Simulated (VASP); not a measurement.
# BiTe (Fm-3m) in VASP: a series of runs

The runs below take BiTe through single point, with BLYP+D3(BJ), PBE+D4, PBE+D3(BJ).

Program: VASP 6.6.1. These are calculated values, not measurements. Logs are shortened: lines on timing, memory, paths and dates and some standing lists are left out, and cuts for length are marked.

### Step 1. The cell of the first run

Symmetry: Fm-3m, No. 225, cubic system. Conventional cell: a = 6.476 Å, b = 6.476 Å, c = 6.476 Å, α = 90.00°, β = 90.00°, γ = 90.00°. Bi (site symmetry m-3m) has 6 Te at 3.24 Å within 4.3 Å. Within 4.3 Å of Te (site symmetry m-3m) lie 6 Bi at 3.24 Å.

### Step 2. Single point, BLYP+D3(BJ) (volume scaled by 1.02)

INCAR reads:

```
SYSTEM = BiTe
  PREC = Accurate
  ENCUT = 520
  EDIFF = 1E-6
  ISMEAR = 0
  SIGMA = 0.05
  LREAL = .FALSE.
  LASPH = .TRUE.
  NELM = 80
  ALGO = Normal
  ISIF = 2
  LWAVE = .FALSE.
  LCHARG = .FALSE.
  GGA = B5
  ALDAX = 1.0
  AGGAX = 1.0
  AGGAC = 1.0
  ALDAC = 0.0
  IVDW = 12
  VDW_S6 = 1.0
  VDW_S8 = 2.6996
  VDW_A1 = 0.4298
  VDW_A2 = 4.2359
  NBANDS = 18
```

KPOINTS reads:

```
regular mesh
0
G
  6 6 6
  0 0 0
```

POSCAR reads:

```
BiTe
1.0
    0.0000000000      3.2380260364      3.2380260364
    3.2380260364      0.0000000000      3.2380260364
    3.2380260364      3.2380260364      0.0000000000
Bi Te
1 1
Direct
    0.5000000000      0.5000000000      0.5000000000
    0.0000000000      0.0000000000      0.0000000000
```

Potentials or basis: VASP PAW PBE potentials, release 64 (Bi_d, Te).

Command:

```console
$ cat potpaw_PBE.64/Bi_d/POTCAR potpaw_PBE.64/Te/POTCAR > POTCAR
$ mpirun -np 1 vasp_std > vasp.out
```

OUTCAR:

```text
SYSTEM = BiTe
   PREC = Accurate
   ENCUT = 520
   EDIFF = 1E-6
   ISMEAR = 0
   LREAL = .FALSE.
   LASPH = .TRUE.
   NELM = 80
   ISIF = 2
   GGA = B5
   IVDW = 12
 IVDW          = 12

 ion  position               nearest neighbor table
   1  0.500  0.500  0.500-   2 3.24   2 3.24   2 3.24   2 3.24   2 3.24   2 3.24
   2  0.000  0.000  0.000-   1 3.24   1 3.24   1 3.24   1 3.24   1 3.24   1 3.24

  LATTYP: Found a face centered cubic cell.
 ALAT       =     6.4760520728

  Lattice vectors:

 A1 = (   0.0000000000,   3.2380260364,   3.2380260364)
 A2 = (   3.2380260364,   0.0000000000,   3.2380260364)
 A3 = (   3.2380260364,   3.2380260364,   0.0000000000)

Analysis of symmetry for initial positions (statically):
=====================================================================
 Subroutine PRICEL returns:
 Original cell was already a primitive cell.

 Routine SETGRP: Setting up the symmetry group for a
 face centered cubic supercell.

 Subroutine GETGRP returns: Found 48 space group operations
 (whereof 48 operations were pure point group operations)
 out of a pool of 48 trial point group operations.

The static configuration has the point symmetry O_h .

Analysis of symmetry for dynamics (positions and initial velocities):
=====================================================================
 Subroutine PRICEL returns:
 Original cell was already a primitive cell.

 Routine SETGRP: Setting up the symmetry group for a
 face centered cubic supercell.

 Subroutine GETGRP returns: Found 48 space group operations
 (whereof 48 operations were pure point group operations)
 out of a pool of 48 trial point group operations.

The dynamic configuration has the point symmetry O_h .

 Subroutine INISYM returns: Found 48 space group operations
 (whereof 48 operations are pure point group operations),
 and found     1 'primitive' translations

----------------------------------------------------------------------------------------

                                     Primitive cell

  volume of cell :      67.9002

  direct lattice vectors                    reciprocal lattice vectors
     0.000000000  3.238026036  3.238026036    -0.154415065  0.154415065  0.154415065
     3.238026036  0.000000000  3.238026036     0.154415065 -0.154415065  0.154415065
     3.238026036  3.238026036  0.000000000     0.154415065  0.154415065 -0.154415065

  length of vectors
     4.579260336  4.579260336  4.579260336     0.267454738  0.267454738  0.267454738

  position of ions in fractional coordinates (direct lattice)
     0.500000000  0.500000000  0.500000000
     0.000000000  0.000000000  0.000000000

  ion indices of the primitive-cell ions
   primitive index   ion index
                 1           1
                 2           2

----------------------------------------------------------------------------------------

 KPOINTS: regular mesh

Automatic generation of k-mesh.
 Grid dimensions read from file:
 generate k-points for:    6    6    6

 Generating k-lattice:

  Cartesian coordinates                     Fractional coordinates (reciprocal lattice)
    -0.025735844  0.025735844  0.025735844     0.166666667  0.000000000  0.000000000
     0.025735844 -0.025735844  0.025735844     0.000000000  0.166666667  0.000000000
     0.025735844  0.025735844 -0.025735844     0.000000000  0.000000000  0.166666667

  Length of vectors
     0.044575790  0.044575790  0.044575790

  Shift w.r.t. Gamma in fractional coordinates (k-lattice)
     0.000000000  0.000000000  0.000000000

 Subroutine IBZKPT returns following result:
 ===========================================

 Found     16 irreducible k-points:

 Following reciprocal coordinates:
            Coordinates               Weight
  0.000000  0.000000  0.000000      1.000000
  0.166667  0.000000  0.000000      8.000000
  0.333333  0.000000  0.000000      8.000000
  0.500000  0.000000  0.000000      4.000000
  0.166667  0.166667  0.000000      6.000000
  0.333333  0.166667  0.000000     24.000000
[... 8 lines left out ...]
 -0.333333  0.333333  0.166667     24.000000
 -0.333333  0.500000  0.166667     12.000000
   k-points           NKPTS =     16   k-points in BZ     NKDIM =     16   number of bands    NBANDS=     18
   number of dos      NEDOS =    301   number of ions     NIONS =      2
   total plane-waves  NPLWV =  46656
   dimension x,y,z NGX =    36 NGY =   36 NGZ =   36
   dimension x,y,z NGXF=    72 NGYF=   72 NGZF=   72
   ions per type =               1   1
   NGX,Y,Z   is equivalent  to a cutoff of  13.07, 13.07, 13.07 a.u.
   NGXF,Y,Z  is equivalent  to a cutoff of  26.14, 26.14, 26.14 a.u.
 SYSTEM =  BiTe
   PREC   = accura    normal or accurate (medium, high low for compatibility)
   ISTART =      0    job   : 0-new  1-cont  2-samecut
   ICHARG =      2    charge: 1-file 2-atom 10-const
   ISPIN  =      1    spin polarized calculation?
   LNONCOLLINEAR =      F non collinear calculations
   LSORBIT =      F    spin-orbit coupling
   LASPH  =      T    aspherical Exc in radial PAW
   ENCUT  =  520.0 eV  38.22 Ry    6.18 a.u.   8.51  8.51  8.51*2*pi/ulx,y,z
   NELM   =     80;   NELMIN=  2; NELMDL= -5     # of ELM steps
   EDIFF  = 0.1E-05   stopping-criterion for ELM
   LREAL  =      F    real-space projection
   EDIFFG = 0.1E-04   stopping-criterion for IOM
   NSW    =      0    number of steps for IOM
   IBRION =     -1    ionic relax: 0-MD 1-quasi-New 2-CG
   NFREE  =      0    steps in history (QN), initial steepest desc. (CG)
   ISIF   =      2    stress and relaxation
   ISYM   =      2    0-nonsym 1-usesym 2-fastsym
   POTIM  = 0.5000    time-step for ionic-motion
   TEBEG  =    0.0;   TEEND  =   0.0 temperature during run
   PSTRESS=    0.0 pullay stress
   NELECT =      21.0000    total number of electrons
   NUPDOWN=      -1.0000    fix difference up-down
   EMIN   =  10.00;   EMAX   =-10.00  energy-range for DOS
   EFERMI =   0.00;   METHOD = LEGACY
   ISMEAR =     0;   SIGMA  =   0.05  broadening in eV -4-tet -1-fermi 0-gaus
   EFERMI_NEDOS =   21; number of points for ismear=-14 and -15
   IALGO  =     38    algorithm
   IMIX   =      4    mixing-type and parameters
     AMIX     =   0.40;   BMIX     =  1.00
     AMIX_MAG =   1.60;   BMIX_MAG =  1.00
  volume/ion in A,a.u.               =      33.95       229.11
  Fermi-wavevector in a.u.,A,eV,Ry     =   1.107110  2.092135 16.676571  1.225693
  Thomas-Fermi vector in A             =   2.243620
   LORBIT       =      0    0 simple, 1 ext, 2 COOP (PROOUT), +10 PAW based schemes
   GGA     = B5    functional components
   LHFCALC =     F    Hartree Fock is set to
   AEXX    =    0.0000 exact exchange contribution
   IVDW    =    12    specifies the selected vdW correction
   LEPSILON=     F    determine dielectric tensor
   LRPA    =     F    only Hartree local field effects (RPA)
 non-spin polarized calculation
 Gauss-broadening in eV      SIGMA  =   0.05
  energy-cutoff  :      520.00
  volume of cell :       67.90
 maximum number of plane-waves:      1853
 NGX is ok and might be reduce to    36
   NGX = 17   NGY = 17   NGZ = 17

 number of electron      21.0000000 magnetization

 Free energy of the ion-electron system (eV)
  ---------------------------------------------------
  ext. energy  EPLUGINS =         0.00000000
  ---------------------------------------------------
  free energy    TOTEN  =        -5.81841974 eV

  energy without entropy =       -5.81511659  energy(sigma->0) =       -5.81676817

 E-fermi :   6.9699     XC(G=0):  -8.7883

 val. band max:        6.9633851707   @ k =  -0.1667   0.1667   0.0000
 cond. band min:       7.0110856382   @ k =   0.3333   0.0000   0.0000
 fundamental gap:      0.0477004675
 Fermi energy:         6.9698787342

 k-point     1 :       0.0000    0.0000    0.0000
  band No.  band energies     occupation
      1     -15.9901      2.00000
      2     -15.9901      2.00000
      3     -15.9823      2.00000
      4     -15.9823      2.00000
      5     -15.9823      2.00000
      6      -6.4341      2.00000
[... 10 lines left out ...]
     17      13.6001      0.00000
     18      13.9058      0.00000

 k-point     2 :       0.1667    0.0000    0.0000
  band No.  band energies     occupation
      1     -15.9911      2.00000
      2     -15.9911      2.00000
      3     -15.9818      2.00000
      4     -15.9808      2.00000
      5     -15.9808      2.00000
      6      -6.1902      2.00000
[... 10 lines left out ...]
     17      14.9833      0.00000
     18      15.1537      0.00000

 k-point     3 :       0.3333    0.0000    0.0000
  band No.  band energies     occupation
      1     -15.9933      2.00000
      2     -15.9933      2.00000
      3     -15.9809      2.00000
      4     -15.9775      2.00000
      5     -15.9775      2.00000
      6      -5.4792      2.00000
[... 10 lines left out ...]
     17      16.8058      0.00000
     18      17.6813      0.00000

 k-point     4 :       0.5000    0.0000    0.0000
  band No.  band energies     occupation
      1     -15.9944      2.00000
      2     -15.9944      2.00000
      3     -15.9804      2.00000
      4     -15.9758      2.00000
      5     -15.9758      2.00000
      6      -4.4999      2.00000
[... 207 lines left out ...]
      4     -15.9761      2.00000
      5     -15.9747      2.00000
      6      -4.9789      2.00000
[... 10 lines left out ...]
     17      15.5460      0.00000
     18      16.9938      0.00000

 k-point    15 :      -0.3333    0.3333    0.1667
  band No.  band energies     occupation
      1     -15.9984      2.00000
      2     -15.9909      2.00000
      3     -15.9790      2.00000
      4     -15.9782      2.00000
      5     -15.9733      2.00000
      6      -4.2532      2.00000
[... 10 lines left out ...]
     17      16.5689      0.00000
     18      17.6828      0.00000

 k-point    16 :      -0.3333    0.5000    0.1667
  band No.  band energies     occupation
      1     -16.0012      2.00000
      2     -15.9885      2.00000
      3     -15.9823      2.00000
      4     -15.9754      2.00000
      5     -15.9719      2.00000
      6      -4.4083      2.00000
[... 10 lines left out ...]
     17      17.3354      0.00000
     18      17.8183      0.00000

------------------------ aborting loop because EDIFF is reached ----------------------------------------

 Edisp (eV)   -2.13953

 E8    (eV) :    -1.6398

  FORCE on cell =-STRESS in cart. coord.  units (eV):
  Direction    XX          YY          ZZ          XY          YZ          ZX
  --------------------------------------------------------------------------------------
  -------------------------------------------------------------------------------------
  Total      -0.34562    -0.34562    -0.34562     0.00000    -0.00000    -0.00000
  in kB      -8.15527    -8.15527    -8.15527     0.00000    -0.00000    -0.00000
  external pressure =       -8.16 kB  Pullay stress =        0.00 kB

 VOLUME and BASIS-vectors are now :
 -----------------------------------------------------------------------------
  energy-cutoff  :      520.00
  volume of cell :       67.90
      direct lattice vectors                 reciprocal lattice vectors
     0.000000000  3.238026036  3.238026036    -0.154415065  0.154415065  0.154415065
     3.238026036  0.000000000  3.238026036     0.154415065 -0.154415065  0.154415065
     3.238026036  3.238026036  0.000000000     0.154415065  0.154415065 -0.154415065

 POSITION                                       TOTAL-FORCE (eV/Angst)
 -----------------------------------------------------------------------------------
      3.23803      3.23803      3.23803         0.000000     -0.000000     -0.000000
      0.00000      0.00000      0.00000         0.000000      0.000000      0.000000
 -----------------------------------------------------------------------------------
    total drift:                                0.000000      0.000000      0.000000

  FREE ENERGIE OF THE ION-ELECTRON SYSTEM (eV)
  ---------------------------------------------------
  free  energy   TOTEN  =        -7.9579519495 eV

  energy  without entropy=       -7.9546488082  energy(sigma->0) =       -7.95630038
```

Run time: 25 s. Hardware: 1 thread of Intel Xeon Platinum 8488C (Sapphire Rapids), shared host; peak memory 0.21 GiB.

What came out:

```yaml
Free_energy: -7.9580 eV
Pressure: -0.8 GPa
Dispersion_energy_per_atom: -1.070 eV
```

Caveat: the cell differs from its parent crystal (volume scaled by 1.02); the PAW data sets were made with another functional, which shifts forces and pressure a little; spin-orbit coupling is left out, which moves the levels of the heavy elements; pairwise dispersion overbinds metals, which lowers pressure and volume.

### Step 3. Single point, PBE+D4

This run uses another cell than the first one, of 33.85 Å³/atom, 0.997 times its volume.

INCAR reads:

```
PREC = Accurate ; ENCUT = 520
EDIFF = 1E-6 ; ISMEAR = 0
SIGMA = 0.05 ; LREAL = F
LASPH = T ; NELM = 60
ALGO = Normal ; ISIF = 2
LWAVE = F ; LCHARG = F
GGA = PE ; IVDW = 13
NBANDS = 18
```

KPOINTS reads:

```
Automatic mesh
0
Gamma
  6 6 6
```

POSCAR reads:

```
BiTe
1.0
    0.0000000000      3.2349999084      3.2349999084
    3.2349999084      0.0000000000      3.2349999084
    3.2349999084      3.2349999084      0.0000000000
Bi Te
1 1
Direct
    0.5000000000      0.5000000000      0.5000000000
    0.0000000000      0.0000000000      0.0000000000
```

Potentials or basis: VASP PAW PBE potentials, release 64 (Bi_d, Te).

Command:

```console
$ cat potpaw_PBE.64/Bi_d/POTCAR potpaw_PBE.64/Te/POTCAR > POTCAR
$ mpirun -np 1 vasp_std > vasp.out
```

Run time: 14 s. Hardware: 1 thread of Intel Xeon Platinum 8488C (Sapphire Rapids), shared host; peak memory 0.2 GiB.

It converged, with:

```yaml
Free_energy: -8.1495 eV
Pressure: -1.3 GPa
Dispersion_energy_per_atom: -0.494 eV
```

Levels at points of the mesh, in eV from the Fermi level:
| k point | band 8 | band 9 | band 10 | band 11 | band 12 | band 13 |
| --- | --- | --- | --- | --- | --- | --- |
| (0.00, 0.00, 0.00) | -2.41 | -2.41 | -2.41 | 2.28 | 2.28 | 2.28 |
| (0.50, 0.00, 0.00) | -1.78 | -1.78 | -1.47 | -0.69 | -0.49 | -0.49 |
| (0.50, 0.50, 0.00) | -5.53 | -3.88 | -3.88 | 2.37 | 3.72 | 3.72 |

Caveat: spin-orbit coupling is left out, which moves the levels of the heavy elements; pairwise dispersion overbinds metals, which lowers pressure and volume.

### Step 4. Single point, PBE+D4 (volume scaled by 1.02)

INCAR reads:

```
  PREC = Accurate
  ENCUT = 520
  EDIFF = 1E-6
  ISMEAR = 0
  SIGMA = 0.05
  LREAL = F
  LASPH = T
  NELM = 80
  ALGO = Normal
  ISIF = 2
  LWAVE = F
  LCHARG = T
  GGA = PE
  IVDW = 13
  LELF = T
  LVHAR = T
  NBANDS = 18
```

KPOINTS is that of step 3.

POSCAR reads:

```
BiTe
1.0
    0.0000000000      3.2284036520      3.2284036520
    3.2284036520      0.0000000000      3.2284036520
    3.2284036520      3.2284036520      0.0000000000
Bi Te
1 1
Direct
    0.5000000000      0.5000000000      0.5000000000
    0.0000000000      0.0000000000      0.0000000000
```

Command:

```console
$ cat potpaw_PBE.64/Bi_d/POTCAR potpaw_PBE.64/Te/POTCAR > POTCAR
$ mpirun -np 1 vasp_std > vasp.out
```

Run time: 17 s. Hardware: 1 thread of Intel Xeon Platinum 8488C (Sapphire Rapids), shared host; peak memory 0.2 GiB.

It converged, with:

```yaml
Free_energy: -8.1524 eV
Pressure: -1.0 GPa
Dispersion_energy_per_atom: -0.497 eV
```

Levels at points of the mesh, in eV from the Fermi level:
```csv
k point,band 7,band 8,band 9,band 10,band 11,band 12,band 13,band 14
"(0.00, 0.00, 0.00)",-7.97,-2.43,-2.43,-2.43,2.30,2.30,2.30,4.79
"(0.50, 0.00, 0.00)",-11.14,-1.80,-1.80,-1.47,-0.69,-0.50,-0.50,7.47
"(0.50, 0.50, 0.00)",-9.82,-5.57,-3.91,-3.91,2.35,3.75,3.75,5.14
```

Caveat: the cell differs from its parent crystal (volume scaled by 1.02); spin-orbit coupling is left out, which moves the levels of the heavy elements; pairwise dispersion overbinds metals, which lowers pressure and volume.

### Step 5. Single point, PBE+D3(BJ)

This run uses another cell than the first one, of 33.85 Å³/atom, 0.997 times its volume.

INCAR reads:

```
ALGO = Normal ; EDIFF = 1E-6
ENCUT = 520 ; GGA = PE
ISIF = 2 ; ISMEAR = 0
IVDW = 12 ; LASPH = True
LCHARG = False ; LREAL = False
LWAVE = False ; NBANDS = 18
NELM = 60 ; PREC = Accurate
SIGMA = 0.05
```

KPOINTS reads:

```
k-points
0
Gamma
  6 6 6
```

POSCAR reads:

```
BiTe
1.0
    0.0000000000      3.2349999084      3.2349999084
    3.2349999084      0.0000000000      3.2349999084
    3.2349999084      3.2349999084      0.0000000000
Bi Te
1 1
Direct
    0.5000000000      0.5000000000      0.5000000000
    0.0000000000      0.0000000000      0.0000000000
```

Command:

```console
$ cat potpaw_PBE.64/Bi_d/POTCAR potpaw_PBE.64/Te/POTCAR > POTCAR
$ mpirun -np 1 vasp_std > vasp.out
```

It took 17 s on 1 thread of Intel Xeon Platinum 8488C (Sapphire Rapids), shared host; peak memory 0.21 GiB.

It converged, with:

| Quantity | Value |
| --- | --- |
| Free energy | -8.0652 eV |
| Pressure | -1.3 GPa |
| Dispersion energy per atom | -0.452 eV |

Levels at points of the mesh, in eV from the Fermi level:
| k point | band 8 | band 9 | band 10 | band 11 | band 12 | band 13 |
| --- | --- | --- | --- | --- | --- | --- |
| (0.00, 0.00, 0.00) | -2.41 | -2.41 | -2.41 | 2.28 | 2.28 | 2.28 |
| (0.50, 0.00, 0.00) | -1.78 | -1.78 | -1.47 | -0.69 | -0.49 | -0.49 |
| (0.50, 0.50, 0.00) | -5.53 | -3.88 | -3.88 | 2.37 | 3.72 | 3.72 |

Caveat: spin-orbit coupling is left out, which moves the levels of the heavy elements; pairwise dispersion overbinds metals, which lowers pressure and volume.

(Continued in part 2 of 2.)
